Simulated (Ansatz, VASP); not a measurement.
Two plane-wave programs on LiF

```
CELL_PARAMETERS angstrom
3.09762 0.00000 0.00000
-1.54881 2.68262 0.00000
0.00000 0.00000 4.45810
ATOMIC_POSITIONS crystal
Li 0.33333 0.66667 0.42141
Li 0.66667 0.33333 0.92141
F 0.33333 0.66667 0.99102
F 0.66667 0.33333 0.49102
```

Alike in both runs: task single point; functional LDA; k mesh 9 × 9 × 6; occupations gaussian, width 0.05 eV; no spin polarisation.

|  | VASP | Ansatz |
| --- | --- | --- |
| version | VASP 6.6.1 | Ansatz 0.2.0 |
| potentials or method | VASP PAW LDA potentials, release 64 (Li_sv, F), cutoff 520 eV | scalar-relativistic, plane waves, PAW |
| valence electrons in the cell | 20 | 20 |

VASP gave:

| Quantity | Value |
| --- | --- |
| gap on the k mesh at the Fermi level (eV) | 7.59 |
| least direct gap on the mesh (eV) | 7.59 |
| rms of the force components (eV/Å) | 0.073 |

**Question.** What did Ansatz give for the same quantities?

**Answer.** gap on the k mesh at the Fermi level (eV): 7.61; least direct gap on the mesh (eV): 7.61; rms of the force components (eV/Å): 0.075.

LDA's correlation is that of Perdew and Zunger in VASP and of Perdew and Wang (1992) in Ansatz. Atom by atom the forces differ by 0.001 eV/Å (rms over components).

Noted on VASP's run: the cutoff is under 1.25 times that of the potentials, so the pressure is a little rough.
